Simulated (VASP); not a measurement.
# P (Fm-3m) in VASP: further runs, part 2 of 2

VASP 6.6.1. The steps go on from the part before.

### 3 Relaxation of cell and atoms, LDA

This run uses another cell than the first one, of 15.00 Å³/atom, 1.083 times its volume.

The input, INCAR:

```
SYSTEM = P
  ALGO = Normal
  EDIFF = 1E-7
  EDIFFG = -0.005
  ENCUT = 600
  IBRION = 2
  ISIF = 3
  ISMEAR = -1
  LASPH = .True.
  LCHARG = .False.
  LREAL = .False.
  LWAVE = .False.
  NELM = 80
  NSW = 60
  PREC = Accurate
  SIGMA = 0.1
```

The input, KPOINTS:

```
k-points
0
Gamma
  17 17 17
  0 0 0
```

The input, POSCAR:

```
P
1.0
    0.0000000000      1.9574338206      1.9574338206
    1.9574338206      0.0000000000      1.9574338206
    1.9574338206      1.9574338206      0.0000000000
P
1
Direct
    0.0000000000      0.0000000000      0.0000000000
```

Potentials or basis: VASP PAW LDA potentials, release 64 (P).

On the command line:

```bash
$ cat potpaw_LDA.64/P/POTCAR > POTCAR
$ mpirun -np 1 vasp_std > vasp.out
```

OUTCAR:

```text
SYSTEM = P
   EDIFF = 1E-7
   EDIFFG = -0.005
   ENCUT = 600
   IBRION = 2
   ISIF = 3
   ISMEAR = -1
   LASPH = .True.
   LREAL = .False.
   NELM = 80
   NSW = 60
   PREC = Accurate

 ion  position               nearest neighbor table
   1  0.000  0.000  0.000-

  LATTYP: Found a face centered cubic cell.
 ALAT       =     3.9148676412

  Lattice vectors:

 A1 = (   0.0000000000,   1.9574338206,   1.9574338206)
 A2 = (   1.9574338206,   0.0000000000,   1.9574338206)
 A3 = (   1.9574338206,   1.9574338206,   0.0000000000)

Analysis of symmetry for initial positions (statically):
=====================================================================
 Subroutine PRICEL returns:
 Original cell was already a primitive cell.

 Routine SETGRP: Setting up the symmetry group for a
 face centered cubic supercell.

 Subroutine GETGRP returns: Found 48 space group operations
 (whereof 48 operations were pure point group operations)
 out of a pool of 48 trial point group operations.

The static configuration has the point symmetry O_h .

Analysis of symmetry for dynamics (positions and initial velocities):
=====================================================================
 Subroutine PRICEL returns:
 Original cell was already a primitive cell.

 Routine SETGRP: Setting up the symmetry group for a
 face centered cubic supercell.

 Subroutine GETGRP returns: Found 48 space group operations
 (whereof 48 operations were pure point group operations)
 out of a pool of 48 trial point group operations.

The dynamic configuration has the point symmetry O_h .

 Subroutine INISYM returns: Found 48 space group operations
 (whereof 48 operations are pure point group operations),
 and found     1 'primitive' translations

----------------------------------------------------------------------------------------

                                     Primitive cell

  volume of cell :      15.0000

  direct lattice vectors                    reciprocal lattice vectors
     0.000000000  1.957433821  1.957433821    -0.255436477  0.255436477  0.255436477
     1.957433821  0.000000000  1.957433821     0.255436477 -0.255436477  0.255436477
     1.957433821  1.957433821  0.000000000     0.255436477  0.255436477 -0.255436477

  length of vectors
     2.768229457  2.768229457  2.768229457     0.442428957  0.442428957  0.442428957

  position of ions in fractional coordinates (direct lattice)
     0.000000000  0.000000000  0.000000000

  ion indices of the primitive-cell ions
   primitive index   ion index
                 1           1

----------------------------------------------------------------------------------------

 KPOINTS: k-points

Automatic generation of k-mesh.
 Grid dimensions read from file:
 generate k-points for:   17   17   17

 Generating k-lattice:

  Cartesian coordinates                     Fractional coordinates (reciprocal lattice)
    -0.015025675  0.015025675  0.015025675     0.058823529  0.000000000  0.000000000
     0.015025675 -0.015025675  0.015025675     0.000000000  0.058823529  0.000000000
     0.015025675  0.015025675 -0.015025675     0.000000000  0.000000000  0.058823529

  Length of vectors
     0.026025233  0.026025233  0.026025233

  Shift w.r.t. Gamma in fractional coordinates (k-lattice)
     0.000000000  0.000000000  0.000000000

 Subroutine IBZKPT returns following result:
 ===========================================

 Found    165 irreducible k-points:

 Following reciprocal coordinates:
            Coordinates               Weight
  0.000000  0.000000  0.000000      1.000000
  0.058824  0.000000  0.000000      8.000000
  0.117647  0.000000  0.000000      8.000000
  0.176471  0.000000  0.000000      8.000000
  0.235294  0.000000  0.000000      8.000000
  0.294118  0.000000  0.000000      8.000000
[... 16 lines left out ...]
 -0.176471  0.058824  0.000000     24.000000
 -0.117647  0.058824  0.000000     24.000000
 [... further k-points ...]
   k-points           NKPTS =    165   k-points in BZ     NKDIM =    165   number of bands    NBANDS=      6
   number of dos      NEDOS =    301   number of ions     NIONS =      1
   total plane-waves  NPLWV =  13824
   dimension x,y,z NGX =    24 NGY =   24 NGZ =   24
   dimension x,y,z NGXF=    48 NGYF=   48 NGZF=   48
   ions per type =               1
   NGX,Y,Z   is equivalent  to a cutoff of  14.41, 14.41, 14.41 a.u.
   NGXF,Y,Z  is equivalent  to a cutoff of  28.83, 28.83, 28.83 a.u.
 SYSTEM =  P
   PREC   = accura    normal or accurate (medium, high low for compatibility)
   ISTART =      0    job   : 0-new  1-cont  2-samecut
   ICHARG =      2    charge: 1-file 2-atom 10-const
   ISPIN  =      1    spin polarized calculation?
   LNONCOLLINEAR =      F non collinear calculations
   LSORBIT =      F    spin-orbit coupling
   LASPH  =      T    aspherical Exc in radial PAW
   ENCUT  =  600.0 eV  44.10 Ry    6.64 a.u.   5.53  5.53  5.53*2*pi/ulx,y,z
   NELM   =     80;   NELMIN=  2; NELMDL= -5     # of ELM steps
   EDIFF  = 0.1E-06   stopping-criterion for ELM
   LREAL  =      F    real-space projection
   EDIFFG = -.5E-02   stopping-criterion for IOM
   NSW    =     60    number of steps for IOM
   IBRION =      2    ionic relax: 0-MD 1-quasi-New 2-CG
   NFREE  =      1    steps in history (QN), initial steepest desc. (CG)
   ISIF   =      3    stress and relaxation
   ISYM   =      2    0-nonsym 1-usesym 2-fastsym
   POTIM  = 0.5000    time-step for ionic-motion
   TEBEG  =    0.0;   TEEND  =   0.0 temperature during run
   PSTRESS=    0.0 pullay stress
   NELECT =       5.0000    total number of electrons
   NUPDOWN=      -1.0000    fix difference up-down
   EMIN   =  10.00;   EMAX   =-10.00  energy-range for DOS
   EFERMI =   0.00;   METHOD = LEGACY
   ISMEAR =    -1;   SIGMA  =   0.10  broadening in eV -4-tet -1-fermi 0-gaus
   EFERMI_NEDOS =   21; number of points for ismear=-14 and -15
   IALGO  =     38    algorithm
   IMIX   =      4    mixing-type and parameters
     AMIX     =   0.40;   BMIX     =  1.00
     AMIX_MAG =   1.60;   BMIX_MAG =  1.00
  volume/ion in A,a.u.               =      15.00       101.22
  Fermi-wavevector in a.u.,A,eV,Ry     =   1.135101  2.145029 17.530477  1.288454
  Thomas-Fermi vector in A             =   2.271805
   LORBIT       =      0    0 simple, 1 ext, 2 COOP (PROOUT), +10 PAW based schemes
   GGA     = CA    functional components
   LHFCALC =     F    Hartree Fock is set to
   AEXX    =    0.0000 exact exchange contribution
   IVDW    =     0    specifies the selected vdW correction
   LEPSILON=     F    determine dielectric tensor
   LRPA    =     F    only Hartree local field effects (RPA)
 conjugate gradient relaxation of ions
 non-spin polarized calculation
  energy-cutoff  :      600.00
  volume of cell :       15.00
 maximum number of plane-waves:       531
 NGX is ok and might be reduce to    24
   NGX = 11   NGY = 11   NGZ = 11

--------------------------------------- Ionic step        1  -------------------------------------------

 number of electron       5.0000000 magnetization

 Free energy of the ion-electron system (eV)
  ---------------------------------------------------
  ext. energy  EPLUGINS =         0.00000000
  ---------------------------------------------------
  free energy    TOTEN  =        -5.28277742 eV

  energy without entropy =       -5.25980529  energy(sigma->0) =       -5.27129135

 E-fermi :   9.3001     XC(G=0): -11.4163

 val. band max:        9.2578093285   @ k =  -0.1765   0.1765   0.0000
 cond. band min:       9.3107164185   @ k =  -0.2941   0.1765   0.0000
 fundamental gap:      0.0529070901
 Fermi energy:         9.3001249677

 k-point     1 :       0.0000    0.0000    0.0000
  band No.  band energies     occupation
      1      -6.6756      2.00000
      2      15.7099      0.00000
      3      15.7099      0.00000
      4      15.7099      0.00000
      5      20.6750      0.00000
      6      20.6750      0.00000

 k-point     2 :       0.0588    0.0000    0.0000
  band No.  band energies     occupation
      1      -6.5814      2.00000
      2      14.9551      0.00000
      3      15.5798      0.00000
      4      15.5798      0.00000
      5      20.7106      0.00000
      6      20.9006      0.00000
[... 265 lines left out ...]
  energy  without entropy=       -5.2903876200  energy(sigma->0) =       -5.29959265

--------------------------------------- Ionic step        3  -------------------------------------------

 number of electron       5.0000000 magnetization

 Free energy of the ion-electron system (eV)
  ---------------------------------------------------
  ext. energy  EPLUGINS =         0.00000000
  ---------------------------------------------------
  free energy    TOTEN  =        -5.30983067 eV

  energy without entropy =       -5.29042978  energy(sigma->0) =       -5.30013023

 E-fermi :  10.4855     XC(G=0): -11.7629

 val. band max:       10.4516725944   @ k =   0.4706   0.4118   0.0000
 cond. band min:      10.5033603533   @ k =  -0.3529   0.3529   0.1176
 fundamental gap:      0.0516877589
 Fermi energy:        10.4854747309

 k-point     1 :       0.0000    0.0000    0.0000
  band No.  band energies     occupation
      1      -6.3459      2.00000
      2      17.6137      0.00000
      3      17.6137      0.00000
      4      17.6137      0.00000
      5      22.0162      0.00000
      6      22.0162      0.00000

 k-point     2 :       0.0588    0.0000    0.0000
  band No.  band energies     occupation
      1      -6.2456      2.00000
      2      16.7256      0.00000
      3      17.4499      0.00000
      4      17.4499      0.00000
      5      22.1418      0.00000
      6      22.2840      0.00000
[... 226 lines left out ...]
  FREE ENERGIE OF THE ION-ELECTRON SYSTEM (eV)
  ---------------------------------------------------
  free  energy   TOTEN  =        -5.3098306743 eV

  energy  without entropy=       -5.2904297820  energy(sigma->0) =       -5.30013023

 reached required accuracy - stopping structural energy minimisation
```

Wall time 21 s (1 thread of AMD EPYC 7R13 (Zen 3), shared host); peak memory 0.1 GiB.

What came out:

| Item | Value |
| --- | --- |
| Free energy | -5.3098 eV |
| Relaxed volume | 13.84 Å³/atom |
| Relaxed cell | a = 2.695 Å, b = 2.695 Å, c = 2.695 Å, α = 60.00°, β = 60.00°, γ = 60.00° |
| Space group after relaxing (to 0.05 Å) | Fm-3m (No. 225) |
| Energy gained by relaxing | 27.1 meV/atom |
| Ionic steps | 3 |
| Pressure after relaxing | 0.0 GPa |

The path:
```csv
step,energy change (eV),largest force (eV/Å),pressure (GPa),volume (Å³)
1,0.0000,0.0000,-6.97,15.00
2,-0.0260,0.0000,1.61,13.63
3,-0.0271,0.0000,0.00,13.84
```

Final structure:
```xyz
1
Lattice="0.0000 1.9054 1.9054 1.9054 0.0000 1.9054 1.9054 1.9054 0.0000" Properties=species:S:1:pos:R:3 pbc="T T T"
P     0.0000    0.0000    0.0000
```
